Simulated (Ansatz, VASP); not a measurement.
# ZrNb3N: VASP beside Ansatz

```
CELL_PARAMETERS angstrom
3.00561 -0.83339 -0.00339
-2.20654 3.70466 0.00118
0.02178 0.00653 17.98463
ATOMIC_POSITIONS crystal
Zr 0.36663 0.43331 0.25001
Zr 0.36659 0.43331 0.75000
Nb 0.36664 0.93337 0.37913
Nb 0.36650 0.93326 0.87914
Nb 0.36665 0.93328 0.12087
Nb 0.36682 0.93345 0.62086
Nb 0.36694 0.43351 0.49999
Nb 0.36650 0.43318 0.00001
N 0.36692 0.93349 0.50000
N 0.36649 0.93318 0.00001
```

Change from the starting cell: cell x2, atoms moved at random (sigma 0.05 Å) and cell strained at random (1.5 %), then relaxed without symmetry.

Alike in both runs: functional PBE; k mesh 6 × 6 × 1; occupations gaussian, width 0.2 eV; no spin polarisation.

Ansatz relaxed the structure, and its values are those at the end. VASP's run is a single point on that final structure, the one shown.

|  | VASP | Ansatz |
| --- | --- | --- |
| version | VASP 6.6.1 | Ansatz 0.2.0 |
| potentials or method | VASP PAW PBE potentials, release 64 (Zr_sv, Nb_sv, N), cutoff 520 eV | scalar-relativistic, plane waves, PAW |
| valence electrons in the cell | 112 | 112 |

VASP gave:

- gap on the k mesh at the Fermi level (eV): none
- pressure (GPa): -0.3
- rms of the force components (eV/Å): 0.007

Task: What did Ansatz give for the same quantities?

Result: gap on the k mesh at the Fermi level (eV): none; pressure (GPa): 0.0; rms of the force components (eV/Å): 0.002.

A gap of «none» marks a metal or a gap that the smearing closes.

The k mesh is coarse, so the values compare programs but aren't converged.
